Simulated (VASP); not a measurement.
The system is Mo.

```xyz
1
Lattice="-1.6158 1.6158 1.6158 1.6158 -1.6158 1.6158 1.6158 1.6158 -1.6158" Properties=species:S:1:pos:R:3 pbc="T T T"
Mo    0.0000    0.0000    0.0000
```

| Quantity | Value |
| --- | --- |
| Program | VASP 6.6.1 |
| Task | relaxation of cell and atoms |
| Functional | PBE |
| Potentials or basis | VASP PAW PBE potentials, release 64 (Mo_sv) |
| Cutoff | 500 eV |
| k mesh | 8 × 8 × 8 |
| Occupations | fermi-dirac, width 0.1 eV |
| Spin | no spin polarisation |
| Hubbard terms | Mo d U = 4.0 eV |

At the start: pressure -5.8 GPa; volume 16.88 Å³/atom.

Question: How do energy, volume and symmetry change on relaxing?

Answer: Over 4 steps the energy falls by 8.0 meV/atom and the volume is 16.45 Å³/atom (-2.5 %); space group Im-3m (No. 229, to 0.05 Å).

Step by step:
| step | energy change (eV) | largest force (eV/Å) | pressure (GPa) | volume (Å³) |
| --- | --- | --- | --- | --- |
| 1 | 0.0000 | 0.0000 | -5.85 | 16.88 |
| 2 | 0.0453 | 0.0000 | 17.41 | 15.42 |
| 3 | -0.0080 | 0.0000 | -0.16 | 16.46 |
| 4 | -0.0080 | 0.0000 | -0.01 | 16.45 |

Final structure:
```xyz
1
Lattice="-1.6021 1.6021 1.6021 1.6021 -1.6021 1.6021 1.6021 1.6021 -1.6021" Properties=species:S:1:pos:R:3 pbc="T T T"
Mo    1.6021    1.6021    1.6021
```

Caveat: U without spin polarisation on a metal has little footing; the U is typed as a test and isn't derived for this compound.
